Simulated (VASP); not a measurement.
# Sr (Fm-3m) in VASP: notebook

Sr is run at these levels: PBE; tasks: single point, relaxation of cell and atoms.

Everything below comes from runs of VASP 6.6.1. Logs are shortened: lines on timing, memory, paths and dates and some standing lists are left out, and cuts for length are marked.

**1. The cell of the first run**

Symmetry: Fm-3m, No. 225, cubic system. Conventional cell: a = 4.542 Å, b = 4.542 Å, c = 4.542 Å, α = 90.00°, β = 90.00°, γ = 90.00°. Within 4.2 Å of Sr (site symmetry m-3m) lie 12 Sr at 3.21 Å.

**2. Single point, PBE**

INCAR reads:

```
ALGO = Normal ; EDIFF = 1E-7
ENCUT = 520 ; GGA = PE
ISIF = 2 ; ISMEAR = -1
LASPH = T ; LCHARG = F
LREAL = F ; LWAVE = F
NBANDS = 11 ; NELM = 80
PREC = Accurate ; SIGMA = 0.05
```

KPOINTS reads:

```
k-points
0
Gamma
  15 15 15
```

POSCAR reads:

```
Sr
1.0
    0.0000000000      2.2708634706      2.2708634706
    2.2708634706      0.0000000000      2.2708634706
    2.2708634706      2.2708634706      0.0000000000
Sr
1
Direct
    0.0000000000      0.0000000000      0.0000000000
```

Potentials or basis: VASP PAW PBE potentials, release 64 (Sr_sv).

The run is started by

```bash
$ cat potpaw_PBE.64/Sr_sv/POTCAR > POTCAR
$ mpirun -np 1 vasp_std > vasp.out
```

OUTCAR:

```text
EDIFF = 1E-7
   ENCUT = 520
   GGA = PE
   ISIF = 2
   ISMEAR = -1
   LASPH = T
   LREAL = F
   NELM = 80
   PREC = Accurate

 ion  position               nearest neighbor table
   1  0.000  0.000  0.000-

  LATTYP: Found a face centered cubic cell.
 ALAT       =     4.5417269412

  Lattice vectors:

 A1 = (   0.0000000000,   2.2708634706,   2.2708634706)
 A2 = (   2.2708634706,   0.0000000000,   2.2708634706)
 A3 = (   2.2708634706,   2.2708634706,   0.0000000000)

Analysis of symmetry for initial positions (statically):
=====================================================================
 Subroutine PRICEL returns:
 Original cell was already a primitive cell.

 Routine SETGRP: Setting up the symmetry group for a
 face centered cubic supercell.

 Subroutine GETGRP returns: Found 48 space group operations
 (whereof 48 operations were pure point group operations)
 out of a pool of 48 trial point group operations.

The static configuration has the point symmetry O_h .

Analysis of symmetry for dynamics (positions and initial velocities):
=====================================================================
 Subroutine PRICEL returns:
 Original cell was already a primitive cell.

 Routine SETGRP: Setting up the symmetry group for a
 face centered cubic supercell.

 Subroutine GETGRP returns: Found 48 space group operations
 (whereof 48 operations were pure point group operations)
 out of a pool of 48 trial point group operations.

The dynamic configuration has the point symmetry O_h .

 Subroutine INISYM returns: Found 48 space group operations
 (whereof 48 operations are pure point group operations),
 and found     1 'primitive' translations

----------------------------------------------------------------------------------------

                                     Primitive cell

  volume of cell :      23.4209

  direct lattice vectors                    reciprocal lattice vectors
     0.000000000  2.270863471  2.270863471    -0.220180564  0.220180564  0.220180564
     2.270863471  0.000000000  2.270863471     0.220180564 -0.220180564  0.220180564
     2.270863471  2.270863471  0.000000000     0.220180564  0.220180564 -0.220180564

  length of vectors
     3.211485918  3.211485918  3.211485918     0.381363924  0.381363924  0.381363924

  position of ions in fractional coordinates (direct lattice)
     0.000000000  0.000000000  0.000000000

  ion indices of the primitive-cell ions
   primitive index   ion index
                 1           1

----------------------------------------------------------------------------------------

 KPOINTS: k-points

Automatic generation of k-mesh.
 Grid dimensions read from file:
 generate k-points for:   15   15   15

 Generating k-lattice:

  Cartesian coordinates                     Fractional coordinates (reciprocal lattice)
    -0.014678704  0.014678704  0.014678704     0.066666667  0.000000000  0.000000000
     0.014678704 -0.014678704  0.014678704     0.000000000  0.066666667  0.000000000
     0.014678704  0.014678704 -0.014678704     0.000000000  0.000000000  0.066666667

  Length of vectors
     0.025424262  0.025424262  0.025424262

  Shift w.r.t. Gamma in fractional coordinates (k-lattice)
     0.000000000  0.000000000  0.000000000

 Subroutine IBZKPT returns following result:
 ===========================================

 Found    120 irreducible k-points:

 Following reciprocal coordinates:
            Coordinates               Weight
  0.000000  0.000000  0.000000      1.000000
  0.066667  0.000000  0.000000      8.000000
  0.133333  0.000000  0.000000      8.000000
  0.200000  0.000000  0.000000      8.000000
  0.266667  0.000000  0.000000      8.000000
  0.333333  0.000000  0.000000      8.000000
[... 16 lines left out ...]
  0.133333  0.133333  0.000000      6.000000
  0.200000  0.133333  0.000000     24.000000
 [... further k-points ...]
   k-points           NKPTS =    120   k-points in BZ     NKDIM =    120   number of bands    NBANDS=     11
   number of dos      NEDOS =    301   number of ions     NIONS =      1
   total plane-waves  NPLWV =  13824
   dimension x,y,z NGX =    24 NGY =   24 NGZ =   24
   dimension x,y,z NGXF=    48 NGYF=   48 NGZF=   48
   ions per type =               1
   NGX,Y,Z   is equivalent  to a cutoff of  12.42, 12.42, 12.42 a.u.
   NGXF,Y,Z  is equivalent  to a cutoff of  24.85, 24.85, 24.85 a.u.
 SYSTEM =  unknown system
   PREC   = accura    normal or accurate (medium, high low for compatibility)
   ISTART =      0    job   : 0-new  1-cont  2-samecut
   ICHARG =      2    charge: 1-file 2-atom 10-const
   ISPIN  =      1    spin polarized calculation?
   LNONCOLLINEAR =      F non collinear calculations
   LSORBIT =      F    spin-orbit coupling
   LASPH  =      T    aspherical Exc in radial PAW
   ENCUT  =  520.0 eV  38.22 Ry    6.18 a.u.   5.97  5.97  5.97*2*pi/ulx,y,z
   NELM   =     80;   NELMIN=  2; NELMDL= -5     # of ELM steps
   EDIFF  = 0.1E-06   stopping-criterion for ELM
   LREAL  =      F    real-space projection
   EDIFFG = 0.1E-05   stopping-criterion for IOM
   NSW    =      0    number of steps for IOM
   IBRION =     -1    ionic relax: 0-MD 1-quasi-New 2-CG
   NFREE  =      0    steps in history (QN), initial steepest desc. (CG)
   ISIF   =      2    stress and relaxation
   ISYM   =      2    0-nonsym 1-usesym 2-fastsym
   POTIM  = 0.5000    time-step for ionic-motion
   TEBEG  =    0.0;   TEEND  =   0.0 temperature during run
   PSTRESS=    0.0 pullay stress
   NELECT =      10.0000    total number of electrons
   NUPDOWN=      -1.0000    fix difference up-down
   EMIN   =  10.00;   EMAX   =-10.00  energy-range for DOS
   EFERMI =   0.00;   METHOD = LEGACY
   ISMEAR =    -1;   SIGMA  =   0.05  broadening in eV -4-tet -1-fermi 0-gaus
   EFERMI_NEDOS =   21; number of points for ismear=-14 and -15
   IALGO  =     38    algorithm
   IMIX   =      4    mixing-type and parameters
     AMIX     =   0.40;   BMIX     =  1.00
     AMIX_MAG =   1.60;   BMIX_MAG =  1.00
  volume/ion in A,a.u.               =      23.42       158.05
  Fermi-wavevector in a.u.,A,eV,Ry     =   1.232747  2.329553 20.676286  1.519664
  Thomas-Fermi vector in A             =   2.367504
   LORBIT       =      0    0 simple, 1 ext, 2 COOP (PROOUT), +10 PAW based schemes
   GGA     = PE    functional components
   LHFCALC =     F    Hartree Fock is set to
   AEXX    =    0.0000 exact exchange contribution
   IVDW    =     0    specifies the selected vdW correction
   LEPSILON=     F    determine dielectric tensor
   LRPA    =     F    only Hartree local field effects (RPA)
 non-spin polarized calculation
  energy-cutoff  :      520.00
  volume of cell :       23.42
 maximum number of plane-waves:       641
   NGX = 11   NGY = 11   NGZ = 11

 number of electron      10.0000000 magnetization

 Free energy of the ion-electron system (eV)
  ---------------------------------------------------
  ext. energy  EPLUGINS =         0.00000000
  ---------------------------------------------------
  free energy    TOTEN  =         0.28608801 eV

  energy without entropy =        0.29374247  energy(sigma->0) =        0.28991524

 E-fermi :   5.4887     XC(G=0): -10.5274

 val. band max:        5.4512978993   @ k =  -0.3333   0.3333   0.1333
 cond. band min:       5.4922444960   @ k =  -0.4667   0.2667   0.1333
 fundamental gap:      0.0409465967
 Fermi energy:         5.4886578004

 k-point     1 :       0.0000    0.0000    0.0000
  band No.  band energies     occupation
      1     -30.2213      2.00000
      2     -10.9639      2.00000
      3     -10.9639      2.00000
      4     -10.9639      2.00000
      5       1.7269      2.00000
      6       8.7623      0.00000
      7       8.7623      0.00000
      8       8.7623      0.00000
      9      12.2743      0.00000
     10      12.2743      0.00000
     11      15.8467      0.00000

 k-point     2 :       0.0667    0.0000    0.0000
  band No.  band energies     occupation
      1     -30.2023      2.00000
      2     -11.0954      2.00000
      3     -10.9774      2.00000
      4     -10.9774      2.00000
      5       1.9235      2.00000
      6       8.5386      0.00000
      7       8.8510      0.00000
      8       8.8510      0.00000
      9      12.1216      0.00000
     10      12.1216      0.00000
     11      16.2922      0.00000

 k-point     3 :       0.1333    0.0000    0.0000
  band No.  band energies     occupation
      1     -30.1479      2.00000
      2     -11.4521      2.00000
      3     -11.0154      2.00000
      4     -11.0154      2.00000
      5       2.4544      2.00000
      6       8.0507      0.00000
      7       9.0604      0.00000
      8       9.0604      0.00000
      9      11.8225      0.00000
     10      11.8225      0.00000
     11      17.2113      0.00000

 k-point     4 :       0.2000    0.0000    0.0000
  band No.  band energies     occupation
      1     -30.0662      2.00000
      2     -11.9432      2.00000
      3     -11.0703      2.00000
      4     -11.0703      2.00000
      5       3.1487      2.00000
      6       7.6284      0.00000
      7       9.1938      0.00000
      8       9.1938      0.00000
      9      11.7500      0.00000
     10      11.7500      0.00000
     11      16.8858      0.00000
[... 239 lines left out ...]
 k-point    22 :      -0.0667    0.0667    0.0000
  band No.  band energies     occupation
      1     -30.1714      2.00000
      2     -11.2743      2.00000
      3     -11.0468      2.00000
      4     -10.9786      2.00000
      5       2.2332      2.00000
      6       8.2062      0.00000
      7       8.9753      0.00000
      8       9.0203      0.00000
      9      11.6426      0.00000
     10      12.1907      0.00000
     11      16.9539      0.00000

 k-point    23 :       0.1333    0.1333    0.0000
  band No.  band energies     occupation
      1     -30.1235      2.00000
      2     -11.4399      2.00000
      3     -11.1175      2.00000
      4     -11.1175      2.00000
      5       2.6966      2.00000
      6       7.5842      0.00000
      7       9.3822      0.00000
      8       9.3822      0.00000
      9      10.5795      0.00000
     10      12.6273      0.00000
     11      17.9720      0.00000

 k-point    24 :       0.2000    0.1333    0.0000
  band No.  band energies     occupation
      1     -30.0628      2.00000
      2     -11.7585      2.00000
      3     -11.1924      2.00000
      4     -11.1723      2.00000
      5       3.2375      2.00000
      6       7.1430      0.00000
      7       9.3952      0.00000
      8       9.6780      0.00000
      9      10.3240      0.00000
     10      12.7682      0.00000
     11      18.8519      0.00000

 [... further k-points ...]

------------------------ aborting loop because EDIFF is reached ----------------------------------------

  FORCE on cell =-STRESS in cart. coord.  units (eV):
  Direction    XX          YY          ZZ          XY          YZ          ZX
  --------------------------------------------------------------------------------------
  -------------------------------------------------------------------------------------
  Total        4.8909628      4.8909628      4.8909628     -0.0000000     -0.0000000      0.0000000
  in kB      334.5814582    334.5814582    334.5814582     -0.0000000     -0.0000000      0.0000000
  external PRESSURE =     334.5814582 kB  Pullay stress =       0.0000000 kB

 VOLUME and BASIS-vectors are now :
 -----------------------------------------------------------------------------
  energy-cutoff  :      520.00
  volume of cell :       23.42
      direct lattice vectors                 reciprocal lattice vectors
     0.000000000  2.270863471  2.270863471    -0.220180564  0.220180564  0.220180564
     2.270863471  0.000000000  2.270863471     0.220180564 -0.220180564  0.220180564
     2.270863471  2.270863471  0.000000000     0.220180564  0.220180564 -0.220180564

 POSITION                                       TOTAL-FORCE (eV/Angst)
 -----------------------------------------------------------------------------------
      0.00000      0.00000      0.00000         0.000000      0.000000     -0.000000
 -----------------------------------------------------------------------------------
    total drift:                                0.000000      0.000000     -0.000000

  FREE ENERGIE OF THE ION-ELECTRON SYSTEM (eV)
  ---------------------------------------------------
  free  energy   TOTEN  =         0.2860880082 eV

  energy  without entropy=        0.2937424699  energy(sigma->0) =        0.28991524
```

Run time: 8.1 s. Hardware: 1 thread of Intel Xeon 6975P-C (Granite Rapids), shared host; peak memory 0.15 GiB.

Results:

| Property | Result |
| --- | --- |
| Free energy | 0.2861 eV |
| Pressure | 33.5 GPa |
| Band gap on the k mesh | zero (bands 5 and 6 overlap by 1.49 eV) |

Caveat: the cell stands under pressure.

**3. Relaxation of cell and atoms, PBE, target pressure 33 GPa, at which the enthalpy is minimised**

INCAR reads:

```
SYSTEM = Sr
ALGO = Normal ; EDIFF = 1E-6
EDIFFG = -0.005 ; ENCUT = 600
GGA = PE ; IBRION = 2
ISIF = 3 ; ISMEAR = -1
LASPH = .True. ; LCHARG = .False.
LREAL = .False. ; LWAVE = .False.
NELM = 60 ; NSW = 32
PREC = Accurate ; PSTRESS = 330.0
SIGMA = 0.05
```

KPOINTS reads:

```
k-points
0
Gamma
  15 15 15
  0 0 0
```

POSCAR is that of step 2.

Potentials or basis: VASP PAW PBE potentials, release 64 (Sr_sv).

The run is started by

```bash
$ cat potpaw_PBE.64/Sr_sv/POTCAR > POTCAR
$ mpirun -np 1 vasp_std > vasp.out
```

Wall time 33 s (1 thread of Intel Xeon 6975P-C (Granite Rapids), shared host); peak memory 0.18 GiB.

It converged, with:

| Property | Result |
| --- | --- |
| Free energy | 0.2582 eV |
| Relaxed volume | 23.56 Å³/atom |
| Relaxed cell | a = 3.218 Å, b = 3.218 Å, c = 3.218 Å, α = 60.00°, β = 60.00°, γ = 60.00° |
| Space group after relaxing (to 0.1 Å) | Fm-3m (No. 225) |
| Energy change on relaxing (the run minimises the enthalpy) | -27.9 meV/atom |
| Ionic steps | 3 |
| Pressure after relaxing | 33.0 GPa |
| Band gap on the k mesh | zero (bands 5 and 6 overlap by 1.46 eV) |

The path:
```csv
step,energy change (eV),largest force (eV/Å),pressure (GPa),volume (Å³)
1,0.0000,0.0000,33.47,23.42
2,-0.0482,0.0000,32.69,23.65
3,-0.0279,0.0000,33.00,23.56
```

Final structure:
```
CELL_PARAMETERS angstrom
0.00000 2.27520 2.27520
2.27520 0.00000 2.27520
2.27520 2.27520 0.00000
ATOMIC_POSITIONS crystal
Sr 0.00000 0.00000 0.00000
```

Levels at points of the mesh, in eV from the Fermi level:
| k point | band 3 | band 4 | band 5 | band 6 | band 7 | band 8 |
| --- | --- | --- | --- | --- | --- | --- |
| (0.00, 0.00, 0.00) | -16.47 | -16.47 | -3.78 | 3.27 | 3.27 | 3.27 |

Caveat: the cell is relaxed towards a set pressure, so the run minimises the enthalpy, not the energy.

The gap in the log of VASP goes by the Fermi energy; the results here count the filled bands.